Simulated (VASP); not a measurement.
The system is AlGa3As4.

```
Al Ga As
1.0
    -5.55988    5.55988    0.00000
    -5.55988    0.00000    5.55988
     0.00000    5.55988    5.55988
Al Ga As
2 6 8
Direct
  0.99741 0.99977 0.00460
  0.99639 0.50289 0.99853
  0.50219 0.99249 0.00163
  0.00351 0.99918 0.49904
  0.50014 0.49931 0.99754
  0.49622 0.00224 0.50354
  0.99695 0.50635 0.49147
  0.50370 0.49820 0.49873
  0.87392 0.87738 0.37587
  0.37527 0.87617 0.37542
  0.87034 0.37603 0.37616
  0.87864 0.87060 0.87875
  0.37666 0.37368 0.37284
  0.37377 0.87586 0.87723
  0.87262 0.37499 0.87775
  0.37703 0.37548 0.87404
```

- Program: VASP 6.6.1
- Task: relaxation of cell and atoms
- Functional: PBE
- Potentials or basis: VASP PAW PBE potentials, release 64 (Al, Ga_d, As)
- Cutoff: 600 eV
- k mesh: 2 × 2 × 2, shifted
- Occupations: gaussian, width 0.1 eV
- Spin: no spin polarisation

At the start: pressure 7.8 GPa; volume 21.48 Å³/atom.

Task: How do energy, volume and symmetry change on relaxing?

Result: Over 6 steps the energy falls by 54.7 meV/atom and the volume is 23.72 Å³/atom (+10.4 %); space group Cm (No. 8, to 0.1 Å) before, Amm2 (No. 38, to 0.1 Å).

Step by step:
```
step  energy change (eV)  largest force (eV/Å)  pressure (GPa)  volume (Å³)
   1              0.0000                0.7090            7.85       343.74
   2             -0.6957                0.0957           -2.74       398.78
   3             -0.8631                0.2503           -0.11       380.07
   4             -0.8727                0.1293           -0.01       379.52
   5             -0.8744                0.0681            0.05       379.18
   6             -0.8752                0.0357           -0.01       379.54
```

Final structure:
```cif
data_structure
_symmetry_space_group_name_H-M 'P 1'
_symmetry_Int_Tables_number 1
_cell_length_a 8.1285
_cell_length_b 8.1301
_cell_length_c 8.1264
_cell_angle_alpha 59.968
_cell_angle_beta 59.985
_cell_angle_gamma 59.975
_cell_volume 379.54
loop_
_atom_site_label
_atom_site_type_symbol
_atom_site_fract_x
_atom_site_fract_y
_atom_site_fract_z
_atom_site_occupancy
Al1 Al 0.99798 0.00152 0.00214 1
Al2 Al 0.99991 0.49925 0.99896 1
Ga1 Ga 0.50227 0.99765 0.00013 1
Ga2 Ga 0.00127 0.99958 0.50131 1
Ga3 Ga 0.50027 0.49952 0.99825 1
Ga4 Ga 0.49776 0.00135 0.50251 1
Ga5 Ga 0.99845 0.50224 0.49742 1
Ga6 Ga 0.49929 0.49940 0.50037 1
As1 As 0.87300 0.87762 0.37616 1
As2 As 0.37640 0.87439 0.37575 1
As3 As 0.87482 0.37498 0.37311 1
As4 As 0.87754 0.87335 0.87678 1
As5 As 0.37375 0.37647 0.37382 1
As6 As 0.37229 0.87487 0.87760 1
As7 As 0.87569 0.37535 0.87323 1
As8 As 0.37407 0.37308 0.87556 1
```
